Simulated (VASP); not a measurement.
Wanted: the native input for a VASP 6.6.1 run.

- Task: single point
- Functional: PBE
- Potentials or basis: VASP PAW PBE potentials, release 64 (Be, S)
- Cutoff: 520 eV
- k mesh: 6 × 6 × 6
- Occupations: gaussian, width 0.1 eV
- Spin: no spin polarisation
- Dipole correction: no
- Further INCAR settings: ALGO = Normal; EDIFF = 1e-07; NBANDS = 12

The structure of Be2S lies in POSCAR:

```
Be2S
1.0
    3.7702119000      0.0000000000      0.0000000000
   -1.8851059500      3.2650992800      0.0000000000
    0.0000000000      0.0000000000      3.3762741100
Be S
2 1
Direct
    0.3333333300      0.6666666700      0.5000000000
    0.6666666700      0.3333333300      0.5000000000
    0.0000000000      0.0000000000      0.0000000000
```

The input as run:

INCAR

```
PREC = Accurate
ENCUT = 520
EDIFF = 1E-7
ISMEAR = 0
SIGMA = 0.1
LREAL = False
LASPH = True
NELM = 100
ALGO = Normal
ISIF = 2
LWAVE = False
LCHARG = False
GGA = PE
NBANDS = 12
```

KPOINTS

```
Automatic mesh
0
Gamma
  6 6 6
```

Potentials or basis: VASP PAW PBE potentials, release 64 (Be, S).

Run with:

```sh
$ cat potpaw_PBE.64/Be/POTCAR potpaw_PBE.64/S/POTCAR > POTCAR
$ mpirun -np 1 vasp_std > vasp.out
```

Results of the run:

```json
{
  "Pressure": "-8.9 GPa",
  "Band gap on the k mesh": "zero (band 5 reaches 6.22 eV, above the bottom of band 6 at 2.60 eV)"
}
```

Wall time 7.5 s on 1 thread of AMD EPYC 9R45 96-Core Processor (Zen 5), on a shared host, peak memory 0.12 GiB.
